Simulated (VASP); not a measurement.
# P (P6_3/mmc) in VASP: single point with PBE

Aim: the single point of P with PBE.

Everything below comes from runs of VASP 6.6.1. Logs are shortened: lines on timing, memory, paths and dates and some standing lists are left out, and cuts for length are marked.

## (1) The cell of the first run

Symmetry: P6_3/mmc, No. 194, hexagonal system. Conventional cell: a = 2.750 Å, b = 2.750 Å, c = 4.663 Å, α = 90.00°, β = 90.00°, γ = 120.00°. P (site symmetry -6m2) has 12 P at 2.75 to 2.82 Å within 3.6 Å.

This isn't the form of P at room conditions, which is orthorhombic.

## (2) Single point, PBE (15.27 Å³/atom)

The input, INCAR:

```
  PREC = Accurate
  ENCUT = 520
  EDIFF = 1E-7
  ISMEAR = -1
  SIGMA = 0.05
  LREAL = False
  LASPH = True
  NELM = 100
  ALGO = Normal
  ISIF = 2
  LWAVE = False
  LCHARG = False
  GGA = PE
  NBANDS = 12
```

The input, KPOINTS:

```
regular mesh
0
Gamma
  15 15 8
```

The input, POSCAR:

```
P
1.0
    2.7497409823      0.0000000000      0.0000000000
   -1.3748704911      2.3813455445      0.0000000000
    0.0000000000      0.0000000000      4.6629093757
P
2
Direct
    0.3333333333      0.6666666667      0.2500000000
    0.6666666667      0.3333333333      0.7500000000
```

Potentials or basis: VASP PAW PBE potentials, release 64 (P).

Run with:

```sh
cat potpaw_PBE.64/P/POTCAR > POTCAR
mpirun -np 1 vasp_std > vasp.out
```

OUTCAR:

```text
PREC = Accurate
   ENCUT = 520
   EDIFF = 1E-7
   ISMEAR = -1
   LREAL = False
   LASPH = True
   NELM = 100
   ISIF = 2
   GGA = PE

 ion  position               nearest neighbor table
   1  0.333  0.667  0.250-   2 2.82   2 2.82   2 2.82   2 2.82   2 2.82   2 2.82
   2  0.667  0.333  0.750-   1 2.82   1 2.82   1 2.82   1 2.82   1 2.82   1 2.82

  LATTYP: Found a hexagonal cell.
 ALAT       =     2.7497409823
 C/A-ratio  =     1.6957631303

  Lattice vectors:

 A1 = (   2.7497409823,   0.0000000000,   0.0000000000)
 A2 = (  -1.3748704911,   2.3813455445,   0.0000000000)
 A3 = (   0.0000000000,   0.0000000000,   4.6629093757)

Analysis of symmetry for initial positions (statically):
=====================================================================
 Subroutine PRICEL returns:
 Original cell was already a primitive cell.

 Routine SETGRP: Setting up the symmetry group for a
 hexagonal supercell.

 Subroutine GETGRP returns: Found 24 space group operations
 (whereof 12 operations were pure point group operations)
 out of a pool of 24 trial point group operations.

The static configuration has the point symmetry D_3d.
 The point group associated with its full space group is D_6h.

Analysis of symmetry for dynamics (positions and initial velocities):
=====================================================================
 Subroutine PRICEL returns:
 Original cell was already a primitive cell.

 Routine SETGRP: Setting up the symmetry group for a
 hexagonal supercell.

 Subroutine GETGRP returns: Found 24 space group operations
 (whereof 12 operations were pure point group operations)
 out of a pool of 24 trial point group operations.

The dynamic configuration has the point symmetry D_3d.
 The point group associated with its full space group is D_6h.

 Subroutine INISYM returns: Found 24 space group operations
 (whereof 12 operations are pure point group operations),
 and found     1 'primitive' translations

----------------------------------------------------------------------------------------

                                     Primitive cell

  volume of cell :      30.5331

  direct lattice vectors                    reciprocal lattice vectors
     2.749740982  0.000000000  0.000000000     0.363670617  0.209965329  0.000000000
    -1.374870491  2.381345544  0.000000000     0.000000000  0.419930657  0.000000000
     0.000000000  0.000000000  4.662909376     0.000000000  0.000000000  0.214458382

  length of vectors
     2.749740982  2.749740982  4.662909376     0.419930657  0.419930657  0.214458382

  position of ions in fractional coordinates (direct lattice)
     0.333333333  0.666666667  0.250000000
     0.666666667  0.333333333  0.750000000

  ion indices of the primitive-cell ions
   primitive index   ion index
                 1           1
                 2           2

----------------------------------------------------------------------------------------

 KPOINTS: regular mesh

Automatic generation of k-mesh.
 Grid dimensions read from file:
 generate k-points for:   15   15    8

 Generating k-lattice:

  Cartesian coordinates                     Fractional coordinates (reciprocal lattice)
     0.024244708  0.013997689  0.000000000     0.066666667  0.000000000  0.000000000
     0.000000000  0.027995377  0.000000000     0.000000000  0.066666667  0.000000000
     0.000000000  0.000000000  0.026807298     0.000000000  0.000000000  0.125000000

  Length of vectors
     0.027995377  0.027995377  0.026807298

  Shift w.r.t. Gamma in fractional coordinates (k-lattice)
     0.000000000  0.000000000  0.000000000

 Subroutine IBZKPT returns following result:
 ===========================================

 Found    135 irreducible k-points:

 Following reciprocal coordinates:
            Coordinates               Weight
  0.000000  0.000000  0.000000      1.000000
  0.066667 -0.000000  0.000000      6.000000
  0.133333  0.000000  0.000000      6.000000
  0.200000 -0.000000  0.000000      6.000000
  0.266667  0.000000  0.000000      6.000000
  0.333333  0.000000  0.000000      6.000000
[... 16 lines left out ...]
  0.333333  0.200000  0.000000     12.000000
  0.400000  0.200000  0.000000      6.000000
 [... further k-points ...]
   k-points           NKPTS =    135   k-points in BZ     NKDIM =    135   number of bands    NBANDS=     12
   number of dos      NEDOS =    301   number of ions     NIONS =      2
   total plane-waves  NPLWV =  14400
   dimension x,y,z NGX =    20 NGY =   20 NGZ =   36
   dimension x,y,z NGXF=    40 NGYF=   40 NGZF=   72
   ions per type =               2
   NGX,Y,Z   is equivalent  to a cutoff of  12.09, 12.09, 12.84 a.u.
   NGXF,Y,Z  is equivalent  to a cutoff of  24.18, 24.18, 25.67 a.u.
 SYSTEM =  unknown system
   PREC   = accura    normal or accurate (medium, high low for compatibility)
   ISTART =      0    job   : 0-new  1-cont  2-samecut
   ICHARG =      2    charge: 1-file 2-atom 10-const
   ISPIN  =      1    spin polarized calculation?
   LNONCOLLINEAR =      F non collinear calculations
   LSORBIT =      F    spin-orbit coupling
   LASPH  =      T    aspherical Exc in radial PAW
   ENCUT  =  520.0 eV  38.22 Ry    6.18 a.u.   5.11  5.11  8.67*2*pi/ulx,y,z
   NELM   =    100;   NELMIN=  2; NELMDL= -5     # of ELM steps
   EDIFF  = 0.1E-06   stopping-criterion for ELM
   LREAL  =      F    real-space projection
   EDIFFG = 0.1E-05   stopping-criterion for IOM
   NSW    =      0    number of steps for IOM
   IBRION =     -1    ionic relax: 0-MD 1-quasi-New 2-CG
   NFREE  =      0    steps in history (QN), initial steepest desc. (CG)
   ISIF   =      2    stress and relaxation
   ISYM   =      2    0-nonsym 1-usesym 2-fastsym
   POTIM  = 0.5000    time-step for ionic-motion
   TEBEG  =    0.0;   TEEND  =   0.0 temperature during run
   PSTRESS=    0.0 pullay stress
   NELECT =      10.0000    total number of electrons
   NUPDOWN=      -1.0000    fix difference up-down
   EMIN   =  10.00;   EMAX   =-10.00  energy-range for DOS
   EFERMI =   0.00;   METHOD = LEGACY
   ISMEAR =    -1;   SIGMA  =   0.05  broadening in eV -4-tet -1-fermi 0-gaus
   EFERMI_NEDOS =   21; number of points for ismear=-14 and -15
   IALGO  =     38    algorithm
   IMIX   =      4    mixing-type and parameters
     AMIX     =   0.40;   BMIX     =  1.00
     AMIX_MAG =   1.60;   BMIX_MAG =  1.00
  volume/ion in A,a.u.               =      15.27       103.02
  Fermi-wavevector in a.u.,A,eV,Ry     =   1.128456  2.132472 17.325820  1.273412
  Thomas-Fermi vector in A             =   2.265146
   LORBIT       =      0    0 simple, 1 ext, 2 COOP (PROOUT), +10 PAW based schemes
   GGA     = PE    functional components
   LHFCALC =     F    Hartree Fock is set to
   AEXX    =    0.0000 exact exchange contribution
   IVDW    =     0    specifies the selected vdW correction
   LEPSILON=     F    determine dielectric tensor
   LRPA    =     F    only Hartree local field effects (RPA)
 non-spin polarized calculation
  energy-cutoff  :      520.00
  volume of cell :       30.53
 maximum number of plane-waves:       837
   NGX = 11   NGY = 11   NGZ = 17

 number of electron      10.0000002 magnetization

 Free energy of the ion-electron system (eV)
  ---------------------------------------------------
  ext. energy  EPLUGINS =         0.00000000
  ---------------------------------------------------
  free energy    TOTEN  =        -9.11446637 eV

  energy without entropy =       -9.10677669  energy(sigma->0) =       -9.11062153

 E-fermi :   9.1624     XC(G=0): -11.2651

 val. band max:        9.0725172511   @ k =   0.4667   0.0667   0.1250
 cond. band min:       9.1805792920   @ k =   0.4667   0.0667   0.0000
 fundamental gap:      0.1080620410
 Fermi energy:         9.1623897041

 k-point     1 :       0.0000    0.0000    0.0000
  band No.  band energies     occupation
      1      -6.7402      2.00000
      2      -1.7128      2.00000
      3       1.3793      2.00000
      4      13.9860      0.00000
      5      13.9860      0.00000
      6      14.8897      0.00000
      7      15.5404      0.00000
      8      15.5404      0.00000
      9      19.4954      0.00000
     10      19.6931      0.00000
     11      20.7816      0.00000
     12      20.7816      0.00000

 k-point     2 :       0.0667   -0.0000    0.0000
  band No.  band energies     occupation
      1      -6.6309      2.00000
      2      -1.6084      2.00000
      3       1.4838      2.00000
      4      12.9599      0.00000
      5      13.5663      0.00000
      6      14.8432      0.00000
      7      15.1020      0.00000
      8      15.6103      0.00000
      9      19.4160      0.00000
     10      20.0169      0.00000
     11      20.8113      0.00000
     12      20.9620      0.00000

 k-point     3 :       0.1333    0.0000    0.0000
  band No.  band energies     occupation
      1      -6.3036      2.00000
      2      -1.2973      2.00000
      3       1.7964      2.00000
      4      10.9186      0.00000
      5      12.7627      0.00000
      6      13.9054      0.00000
      7      14.6404      0.00000
      8      15.4496      0.00000
      9      18.1370      0.00000
     10      20.5641      0.00000
     11      21.3433      0.00000
     12      21.5547      0.00000
[... 286 lines left out ...]
 k-point    23 :       0.3333    0.2000    0.0000
  band No.  band energies     occupation
      1      -1.6208      2.00000
      2       1.3024      2.00000
      3       3.9632      2.00000
      4       5.5678      2.00000
      5       6.1703      2.00000
      6       7.1749      2.00000
      7       9.4368      0.00823
      8       9.9352      0.00000
      9      14.5635      0.00000
     10      19.8031      0.00000
     11      21.9885      0.00000
     12      23.5984      0.00000

 k-point    24 :       0.4000    0.2000    0.0000
  band No.  band energies     occupation
      1      -0.7360      2.00000
      2       0.5031      2.00000
      3       4.2681      2.00000
      4       5.7152      2.00000
      5       6.1756      2.00000
      6       6.8663      2.00000
      7       8.6618      1.99991
      8       9.8298      0.00000
      9      14.3627      0.00000
     10      19.7206      0.00000
     11      22.4043      0.00000
     12      23.8041      0.00000

 [... further k-points ...]

------------------------ aborting loop because EDIFF is reached ----------------------------------------

  FORCE on cell =-STRESS in cart. coord.  units (eV):
  Direction    XX          YY          ZZ          XY          YZ          ZX
  --------------------------------------------------------------------------------------
  -------------------------------------------------------------------------------------
  Total       -0.8131170     -0.8131170     -0.7706824     -0.0000000      0.0000000      0.0000000
  in kB      -42.6670340    -42.6670340    -40.4403437     -0.0000000      0.0000000      0.0000000
  external PRESSURE =     -41.9248039 kB  Pullay stress =       0.0000000 kB

 VOLUME and BASIS-vectors are now :
 -----------------------------------------------------------------------------
  energy-cutoff  :      520.00
  volume of cell :       30.53
      direct lattice vectors                 reciprocal lattice vectors
     2.749740982  0.000000000  0.000000000     0.363670617  0.209965329  0.000000000
    -1.374870491  2.381345544  0.000000000     0.000000000  0.419930657  0.000000000
     0.000000000  0.000000000  4.662909376     0.000000000  0.000000000  0.214458382

 POSITION                                       TOTAL-FORCE (eV/Angst)
 -----------------------------------------------------------------------------------
     -0.00000      1.58756      1.16573        -0.000000      0.000000      0.000000
      1.37487      0.79378      3.49718         0.000000     -0.000000      0.000000
 -----------------------------------------------------------------------------------
    total drift:                                0.000000     -0.000000      0.000000

  FREE ENERGIE OF THE ION-ELECTRON SYSTEM (eV)
  ---------------------------------------------------
  free  energy   TOTEN  =        -9.1144663652 eV

  energy  without entropy=       -9.1067766929  energy(sigma->0) =       -9.11062153
```

Run time: 13 s. Hardware: 1 thread of Intel Xeon 6975P-C (Granite Rapids), shared host; peak memory 0.15 GiB.

Results:

```yaml
Free_energy: -9.1145 eV
Pressure: -4.2 GPa
Band_gap_on_the_k_mesh: zero (bands 5 and 6 overlap by 10.16 eV)
```

Caveat: the cell stands under tension.
